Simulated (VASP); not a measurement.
# ZnCd3Te4 (P-4m2) in VASP: further runs

The runs below take ZnCd3Te4 through single point, with PBE.

All numbers are computed with VASP 6.6.1; they aren't measurements. Logs are shortened: lines on timing, memory, paths and dates and some standing lists are left out, and cuts for length are marked.

### 1 The cell of the first run

Symmetry: P-4m2, No. 115, tetragonal system. The conventional cell has a = 4.547 Å, b = 4.547 Å, c = 12.943 Å, α = 90.00°, β = 90.00°, γ = 90.00°. Zn (site symmetry -4m2) has 4 Te at 2.69 Å within 3.5 Å. Cd (site symmetry 2mm) has 4 Te at 2.82 to 2.83 Å within 3.7 Å. Within 3.7 Å of Cd (site symmetry -4m2) lie 4 Te at 2.83 Å. Te (site symmetry 2mm) has 4 Cd at 2.82 to 2.83 Å within 3.7 Å. Within 3.5 Å of Te (site symmetry 2mm) lie 2 Zn at 2.69 Å and 2 Cd at 2.83 Å.

### 2 Single point, PBE (33.45 Å³/atom)

Input file INCAR:

```
SYSTEM = ZnCd3Te4
PREC = Accurate
ENCUT = 520
EDIFF = 1E-7
ISMEAR = 0
SIGMA = 0.02
LREAL = .False.
LASPH = .True.
NELM = 60
ALGO = Normal
ISIF = 2
LWAVE = .False.
LCHARG = .False.
GGA = PE
NBANDS = 46
```

Input file KPOINTS:

```
Automatic mesh
0
Gamma
  6 6 2
  0 0 0
```

Input file POSCAR:

```
ZnCd3Te4
1.0
    4.5468855535      0.0000000000      0.0000000000
    0.0000000000      4.5468855535      0.0000000000
    0.0000000000      0.0000000000     12.9431915340
Zn Cd Te
1 3 4
Direct
    0.0000000000      0.0000000000      0.0000000000
    0.5000000000      0.5000000000      0.7591271853
    0.0000000000      0.0000000000      0.5000000000
    0.5000000000      0.5000000000      0.2408728147
    0.5000000000      0.0000000000      0.6295816370
    0.0000000000      0.5000000000      0.3704183630
    0.5000000000      0.0000000000      0.1106783829
    0.0000000000      0.5000000000      0.8893216171
```

Potentials or basis: VASP PAW PBE potentials, release 64 (Zn, Cd, Te).

On the command line:

```bash
> cat potpaw_PBE.64/Zn/POTCAR potpaw_PBE.64/Cd/POTCAR potpaw_PBE.64/Te/POTCAR > POTCAR
> mpirun -np 1 vasp_std > vasp.out
```

OUTCAR:

```text
SYSTEM = ZnCd3Te4
   PREC = Accurate
   ENCUT = 520
   EDIFF = 1E-7
   ISMEAR = 0
   LREAL = .False.
   LASPH = .True.
   NELM = 60
   ISIF = 2
   GGA = PE

 ion  position               nearest neighbor table
   1  0.000  0.000  0.000-   7 2.69   8 2.69   8 2.69   7 2.69
   2  0.500  0.500  0.759-   5 2.82   5 2.82   8 2.83   8 2.83
   3  0.000  0.000  0.500-   5 2.83   6 2.83   6 2.83   5 2.83
   4  0.500  0.500  0.241-   6 2.82   6 2.82   7 2.83   7 2.83
   5  0.500  0.000  0.630-   2 2.82   2 2.82   3 2.83   3 2.83
   6  0.000  0.500  0.370-   4 2.82   4 2.82   3 2.83   3 2.83
   7  0.500  0.000  0.111-   1 2.69   1 2.69   4 2.83   4 2.83
   8  0.000  0.500  0.889-   1 2.69   1 2.69   2 2.83   2 2.83

  LATTYP: Found a simple tetragonal cell.
 ALAT       =     4.5468855535
 C/A-ratio  =     2.8466059640

  Lattice vectors:

 A1 = (   4.5468855535,   0.0000000000,   0.0000000000)
 A2 = (   0.0000000000,   4.5468855535,   0.0000000000)
 A3 = (   0.0000000000,   0.0000000000,  12.9431915340)

Analysis of symmetry for initial positions (statically):
=====================================================================
 Subroutine PRICEL returns:
 Original cell was already a primitive cell.

 Routine SETGRP: Setting up the symmetry group for a
 simple tetragonal supercell.

 Subroutine GETGRP returns: Found  8 space group operations
 (whereof  8 operations were pure point group operations)
 out of a pool of 16 trial point group operations.

The static configuration has the point symmetry D_2d.

Analysis of symmetry for dynamics (positions and initial velocities):
=====================================================================
 Subroutine PRICEL returns:
 Original cell was already a primitive cell.

 Routine SETGRP: Setting up the symmetry group for a
 simple tetragonal supercell.

 Subroutine GETGRP returns: Found  8 space group operations
 (whereof  8 operations were pure point group operations)
 out of a pool of 16 trial point group operations.

The dynamic configuration has the point symmetry D_2d.

 Subroutine INISYM returns: Found  8 space group operations
 (whereof  8 operations are pure point group operations),
 and found     1 'primitive' translations

----------------------------------------------------------------------------------------

                                     Primitive cell

  volume of cell :     267.5897

  direct lattice vectors                    reciprocal lattice vectors
     4.546885554  0.000000000  0.000000000     0.219930761  0.000000000  0.000000000
     0.000000000  4.546885554  0.000000000     0.000000000  0.219930761  0.000000000
     0.000000000  0.000000000 12.943191534     0.000000000  0.000000000  0.077260697

  length of vectors
     4.546885554  4.546885554 12.943191534     0.219930761  0.219930761  0.077260697

  position of ions in fractional coordinates (direct lattice)
     0.000000000  0.000000000  0.000000000
     0.500000000  0.500000000  0.759127185
     0.000000000  0.000000000  0.500000000
     0.500000000  0.500000000  0.240872815
     0.500000000  0.000000000  0.629581637
     0.000000000  0.500000000  0.370418363
     0.500000000  0.000000000  0.110678383
     0.000000000  0.500000000  0.889321617

  ion indices of the primitive-cell ions
   primitive index   ion index
                 1           1
                 2           2
                 3           3
                 4           4
                 5           5
                 6           6
                 7           7
                 8           8

----------------------------------------------------------------------------------------

 KPOINTS: Automatic mesh

Automatic generation of k-mesh.
 Grid dimensions read from file:
 generate k-points for:    6    6    2

 Generating k-lattice:

  Cartesian coordinates                     Fractional coordinates (reciprocal lattice)
     0.036655127  0.000000000  0.000000000     0.166666667  0.000000000  0.000000000
     0.000000000  0.036655127  0.000000000     0.000000000  0.166666667  0.000000000
     0.000000000  0.000000000  0.038630349     0.000000000  0.000000000  0.500000000

  Length of vectors
     0.036655127  0.036655127  0.038630349

  Shift w.r.t. Gamma in fractional coordinates (k-lattice)
     0.000000000  0.000000000  0.000000000

 Subroutine IBZKPT returns following result:
 ===========================================

 Found     20 irreducible k-points:

 Following reciprocal coordinates:
            Coordinates               Weight
  0.000000  0.000000  0.000000      1.000000
  0.166667  0.000000  0.000000      4.000000
  0.333333  0.000000  0.000000      4.000000
  0.500000  0.000000  0.000000      2.000000
  0.166667  0.166667  0.000000      4.000000
  0.333333  0.166667  0.000000      8.000000
[... 12 lines left out ...]
  0.500000  0.333333  0.500000      4.000000
  0.500000  0.500000  0.500000      1.000000
   k-points           NKPTS =     20   k-points in BZ     NKDIM =     20   number of bands    NBANDS=     46
   number of dos      NEDOS =    301   number of ions     NIONS =      8
   total plane-waves  NPLWV = 124416
   dimension x,y,z NGX =    36 NGY =   36 NGZ =   96
   dimension x,y,z NGXF=    72 NGYF=   72 NGZF=  192
   ions per type =               1   3   4
   NGX,Y,Z   is equivalent  to a cutoff of  13.16, 13.16, 12.33 a.u.
   NGXF,Y,Z  is equivalent  to a cutoff of  26.33, 26.33, 24.66 a.u.
 SYSTEM =  ZnCd3Te4
   PREC   = accura    normal or accurate (medium, high low for compatibility)
   ISTART =      0    job   : 0-new  1-cont  2-samecut
   ICHARG =      2    charge: 1-file 2-atom 10-const
   ISPIN  =      1    spin polarized calculation?
   LNONCOLLINEAR =      F non collinear calculations
   LSORBIT =      F    spin-orbit coupling
   LASPH  =      T    aspherical Exc in radial PAW
   ENCUT  =  520.0 eV  38.22 Ry    6.18 a.u.   8.45  8.45 24.07*2*pi/ulx,y,z
   NELM   =     60;   NELMIN=  2; NELMDL= -5     # of ELM steps
   EDIFF  = 0.1E-06   stopping-criterion for ELM
   LREAL  =      F    real-space projection
   EDIFFG = 0.1E-05   stopping-criterion for IOM
   NSW    =      0    number of steps for IOM
   IBRION =     -1    ionic relax: 0-MD 1-quasi-New 2-CG
   NFREE  =      0    steps in history (QN), initial steepest desc. (CG)
   ISIF   =      2    stress and relaxation
   ISYM   =      2    0-nonsym 1-usesym 2-fastsym
   POTIM  = 0.5000    time-step for ionic-motion
   TEBEG  =    0.0;   TEEND  =   0.0 temperature during run
   PSTRESS=    0.0 pullay stress
   NELECT =      72.0000    total number of electrons
   NUPDOWN=      -1.0000    fix difference up-down
   EMIN   =  10.00;   EMAX   =-10.00  energy-range for DOS
   EFERMI =   0.00;   METHOD = LEGACY
   ISMEAR =     0;   SIGMA  =   0.02  broadening in eV -4-tet -1-fermi 0-gaus
   EFERMI_NEDOS =   21; number of points for ismear=-14 and -15
   IALGO  =     38    algorithm
   IMIX   =      4    mixing-type and parameters
     AMIX     =   0.40;   BMIX     =  1.00
     AMIX_MAG =   1.60;   BMIX_MAG =  1.00
  volume/ion in A,a.u.               =      33.45       225.72
  Fermi-wavevector in a.u.,A,eV,Ry     =   1.056889  1.997230 15.197890  1.117013
  Thomas-Fermi vector in A             =   2.192141
   LORBIT       =      0    0 simple, 1 ext, 2 COOP (PROOUT), +10 PAW based schemes
   GGA     = PE    functional components
   LHFCALC =     F    Hartree Fock is set to
   AEXX    =    0.0000 exact exchange contribution
   IVDW    =     0    specifies the selected vdW correction
   LEPSILON=     F    determine dielectric tensor
   LRPA    =     F    only Hartree local field effects (RPA)
 non-spin polarized calculation
 Gauss-broadening in eV      SIGMA  =   0.02
  energy-cutoff  :      520.00
  volume of cell :      267.59
 maximum number of plane-waves:      7235
 NGX is ok and might be reduce to    36
   NGX = 17   NGY = 17   NGZ = 49

 number of electron      72.0000008 magnetization

 Free energy of the ion-electron system (eV)
  ---------------------------------------------------
  ext. energy  EPLUGINS =         0.00000000
  ---------------------------------------------------
  free energy    TOTEN  =       -19.51203019 eV

  energy without entropy =      -19.51203019  energy(sigma->0) =      -19.51203019

 E-fermi :   2.4226     XC(G=0):  -8.5571

 val. band max:        2.3269360959   @ k =   0.0000   0.0000   0.0000
 cond. band min:       3.0603239393   @ k =   0.0000   0.0000   0.0000
 fundamental gap:      0.7333878434
 Fermi energy:         2.4226485601

 k-point     1 :       0.0000    0.0000    0.0000
  band No.  band energies     occupation
      1      -8.9019      2.00000
      2      -8.5817      2.00000
      3      -8.4733      2.00000
      4      -8.1993      2.00000
      5      -5.8928      2.00000
      6      -5.8928      2.00000
[... 38 lines left out ...]
     45       6.8987      0.00000
     46       6.9008      0.00000

 k-point     2 :       0.1667    0.0000    0.0000
  band No.  band energies     occupation
      1      -8.8181      2.00000
      2      -8.5381      2.00000
      3      -8.4422      2.00000
      4      -8.2043      2.00000
      5      -5.8856      2.00000
      6      -5.8764      2.00000
[... 38 lines left out ...]
     45       7.0451      0.00000
     46       7.3885      0.00000

 k-point     3 :       0.3333    0.0000    0.0000
  band No.  band energies     occupation
      1      -8.6118      2.00000
      2      -8.4461      2.00000
      3      -8.3847      2.00000
      4      -8.2454      2.00000
      5      -5.8679      2.00000
      6      -5.8670      2.00000
[... 822 lines left out ...]
     45       8.6727      0.00000
     46       8.8002      0.00000

 k-point    20 :       0.5000    0.5000    0.5000
  band No.  band energies     occupation
      1      -8.2577      2.00000
      2      -8.2577      2.00000
      3      -8.2029      2.00000
      4      -8.2029      2.00000
      5      -5.7973      2.00000
      6      -5.7973      2.00000
[... 38 lines left out ...]
     45       9.6345      0.00000
     46       9.6351      0.00000

------------------------ aborting loop because EDIFF is reached ----------------------------------------

  FORCE on cell =-STRESS in cart. coord.  units (eV):
  Direction    XX          YY          ZZ          XY          YZ          ZX
  --------------------------------------------------------------------------------------
  -------------------------------------------------------------------------------------
  Total        2.1669839      2.1669839      2.1895895      0.0000000      0.0000000      0.0000000
  in kB       12.9746857     12.9746857     13.1100353      0.0000000      0.0000000      0.0000000
  external PRESSURE =      13.0198023 kB  Pullay stress =       0.0000000 kB

 VOLUME and BASIS-vectors are now :
 -----------------------------------------------------------------------------
  energy-cutoff  :      520.00
  volume of cell :      267.59
      direct lattice vectors                 reciprocal lattice vectors
     4.546885554  0.000000000  0.000000000     0.219930761  0.000000000  0.000000000
     0.000000000  4.546885554  0.000000000     0.000000000  0.219930761  0.000000000
     0.000000000  0.000000000 12.943191534     0.000000000  0.000000000  0.077260697

 POSITION                                       TOTAL-FORCE (eV/Angst)
 -----------------------------------------------------------------------------------
      0.00000      0.00000      0.00000        -0.000000     -0.000000     -0.000000
      2.27344      2.27344      9.82553         0.000000     -0.000000      0.000097
      0.00000      0.00000      6.47160        -0.000000      0.000000     -0.000000
      2.27344      2.27344      3.11766        -0.000000     -0.000000     -0.000097
      2.27344      0.00000      8.14880        -0.000000     -0.000000     -0.000090
      0.00000      2.27344      4.79440        -0.000000     -0.000000      0.000090
      2.27344      0.00000      1.43253        -0.000000     -0.000000     -0.006345
      0.00000      2.27344     11.51066        -0.000000     -0.000000      0.006345
 -----------------------------------------------------------------------------------
    total drift:                                0.000000      0.000000      0.000000

  FREE ENERGIE OF THE ION-ELECTRON SYSTEM (eV)
  ---------------------------------------------------
  free  energy   TOTEN  =       -19.5120301927 eV

  energy  without entropy=      -19.5120301927  energy(sigma->0) =      -19.51203019
```

Wall time 5 min (1 thread of Intel Xeon 8259CL, shared host); peak memory 0.48 GiB.

What came out:

* Free energy: -19.5120 eV
* Pressure: 1.3 GPa
* Largest force: 0.006 eV/Å
* Band gap on the k mesh: 0.73 eV

Forces on the atoms (eV/Å):
```
Zn   0.000  0.000  0.000
Cd   0.000  0.000  0.000
Cd   0.000  0.000  0.000
Cd   0.000  0.000  0.000
Te   0.000  0.000  0.000
Te   0.000  0.000  0.000
Te   0.000  0.000 -0.006
Te   0.000  0.000  0.006
```

Caveat: semilocal functionals underestimate gaps, and a narrow one can read as zero; spin-orbit coupling is left out, which moves the levels of the heavy elements.

### 3 Single point, PBE

This run uses another cell than the first one, of 34.48 Å³/atom.

Input file INCAR:

```
SYSTEM = ZnCd3Te4
ALGO     = Normal         ! electronic algorithm
EDIFF    = 1E-7           ! SCF threshold, eV
ENCUT    = 520            ! plane-wave cutoff, eV
GGA      = PE             ! functional
ISIF     = 2              ! what is computed and relaxed
ISMEAR   = 0              ! smearing method
LASPH    = .True.         ! aspherical terms in the spheres
LCHARG   = .False.        ! write CHGCAR
LREAL    = .False.        ! projectors in reciprocal space
LWAVE    = .False.        ! write WAVECAR
NBANDS   = 46             ! bands
NELM     = 80             ! most SCF steps
PREC     = Accurate       ! precision mode
SIGMA    = 0.02           ! smearing width, eV
```

Input file KPOINTS:

```
k-points
0
Gamma
  6 6 2
  0 0 0
```

Input file POSCAR:

```
ZnCd3Te4
1.0
    4.5958892000      0.0000000000      0.0000000000
    0.0000000000      4.5958892000      0.0000000000
    0.0000000000      0.0000000000     13.0604635000
Zn Cd Te
1 3 4
Direct
    0.0000000000      0.0000000000      0.0000000000
    0.5000000000      0.5000000000      0.7589550000
    0.0000000000      0.0000000000      0.5000000000
    0.5000000000      0.5000000000      0.2410450000
    0.5000000000      0.0000000000      0.6294940000
    0.0000000000      0.5000000000      0.3705060000
    0.5000000000      0.0000000000      0.1109910000
    0.0000000000      0.5000000000      0.8890090000
```

Potentials or basis: VASP PAW PBE potentials, release 64 (Zn, Cd, Te).

On the command line:

```bash
> cat potpaw_PBE.64/Zn/POTCAR potpaw_PBE.64/Cd/POTCAR potpaw_PBE.64/Te/POTCAR > POTCAR
> mpirun -np 1 vasp_std > vasp.out
```

Run time: 5.3 min. Hardware: 1 thread of Intel Xeon 8259CL, shared host; peak memory 0.49 GiB.

It converged, with:

| Property | Result |
| --- | --- |
| Free energy | -19.5469 eV |
| Pressure | 0.1 GPa |
| Largest force | 0.013 eV/Å |
| Band gap on the k mesh | 0.64 eV |

Forces on the atoms (eV/Å):
```
Zn   0.000  0.000  0.000
Cd   0.000  0.000 -0.001
Cd   0.000  0.000  0.000
Cd   0.000  0.000  0.001
Te   0.000  0.000  0.000
Te   0.000  0.000  0.000
Te   0.000  0.000 -0.013
Te   0.000  0.000  0.013
```

Levels at points of the mesh, in eV from the valence-band top:
| k point | band 33 | band 34 | band 35 | band 36 | band 37 | band 38 | band 39 | band 40 |
| --- | --- | --- | --- | --- | --- | --- | --- | --- |
| (0.00, 0.00, 0.00) | -0.92 | -0.06 | 0.00 | 0.00 | 0.64 | 2.28 | 2.61 | 2.91 |
| (0.50, 0.00, 0.00) | -0.73 | -0.69 | -0.64 | -0.63 | 1.63 | 1.76 | 2.86 | 3.18 |
| (0.50, 0.50, 0.00) | -1.80 | -1.75 | -1.75 | -1.72 | 2.46 | 2.66 | 2.67 | 2.67 |
| (0.00, 0.00, 0.50) | -0.40 | -0.40 | -0.29 | -0.29 | 1.80 | 1.91 | 2.44 | 2.69 |
| (0.50, 0.00, 0.50) | -1.06 | -0.69 | -0.64 | -0.64 | 2.13 | 2.44 | 2.46 | 2.53 |
| (0.50, 0.50, 0.50) | -1.97 | -1.91 | -1.88 | -1.88 | 3.02 | 3.12 | 3.23 | 3.32 |

Caveat: semilocal functionals underestimate gaps, and a narrow one can read as zero; spin-orbit coupling is left out, which moves the levels of the heavy elements.

### 4 Single point, PBE (35.52 Å³/atom)

This run uses another cell than the first one, of 35.52 Å³/atom.

Input file INCAR:

```
ALGO = Normal
EDIFF = 1E-6
ENCUT = 520
GGA = PE
ISIF = 2
ISMEAR = 0
LASPH = True
LCHARG = False
LREAL = False
LWAVE = False
NBANDS = 46
NELM = 80
PREC = Accurate
SIGMA = 0.02
```

Input file KPOINTS:

```
k-points
0
Gamma
  6 6 2
```

Edit POSCAR of step 3 so:

```diff
@@ -2,5 +2,5 @@
 1.0
-    4.5958892000      0.0000000000      0.0000000000
-    0.0000000000      4.5958892000      0.0000000000
-    0.0000000000      0.0000000000     13.0604635000
+    4.6413960130      0.0000000000      0.0000000000
+    0.0000000000      4.6413960130      0.0000000000
+    0.0000000000      0.0000000000     13.1897834301
 Zn Cd Te
```

On the command line:

```bash
> cat potpaw_PBE.64/Zn/POTCAR potpaw_PBE.64/Cd/POTCAR potpaw_PBE.64/Te/POTCAR > POTCAR
> mpirun -np 1 vasp_std > vasp.out
```

It took 5 min on 1 thread of Intel Xeon 8259CL, shared host; peak memory 0.5 GiB.

The run converged. Its results:

```yaml
Free_energy: -19.5241 eV
Pressure: -0.9 GPa
Band_gap_on_the_k_mesh: 0.54 eV
```

Forces in eV/Å, atoms in the order of the input:
```
Zn   0.000  0.000  0.000
Cd   0.000  0.000 -0.003
Cd   0.000  0.000  0.000
Cd   0.000  0.000  0.003
Te   0.000  0.000  0.000
Te   0.000  0.000  0.000
Te   0.000  0.000  0.002
Te   0.000  0.000 -0.002
```

Levels at points of the mesh, in eV from the valence-band top:
```
           k point  band 34  band 35  band 36  band 37  band 38  band 39
(0.00, 0.00, 0.00)    -0.06     0.00     0.00     0.54     2.27     2.64
(0.50, 0.00, 0.00)    -0.65    -0.60    -0.60     1.60     1.73     2.80
(0.50, 0.50, 0.00)    -1.66    -1.66    -1.63     2.46     2.66     2.73
(0.00, 0.00, 0.50)    -0.38    -0.27    -0.27     1.72     1.83     2.43
(0.50, 0.00, 0.50)    -0.65    -0.60    -0.60     2.10     2.39     2.40
(0.50, 0.50, 0.50)    -1.81    -1.78    -1.78     2.98     3.08     3.19
```

Caveat: semilocal functionals underestimate gaps, and a narrow one can read as zero; spin-orbit coupling is left out, which moves the levels of the heavy elements.

### 5 The runs side by side

```csv
cell,gap on the mesh (eV),pressure (GPa),largest force (eV/Å)
"a = 4.547, b = 4.547, c = 12.943 Å, 8 atoms, atomic positions A",0.73,1.3,0.01
"a = 4.596, b = 4.596, c = 13.060 Å, 8 atoms, atomic positions B",0.64,0.1,0.01
"a = 4.641, b = 4.641, c = 13.190 Å, 8 atoms, atomic positions B",0.54,-0.9,-
```

Alike in all rows: task single point; level PBE; potentials or basis VASP PAW PBE potentials, release 64 (Zn, Cd, Te); no spin polarisation; k mesh 6 × 6 × 2; cutoff (eV) 520; smearing gaussian 0.02 eV.

Caveats: semilocal functionals underestimate gaps, and a narrow one can read as zero; spin-orbit coupling is left out, which moves the levels of the heavy elements.

Absolute energies hang on the potentials; compare differences alone.
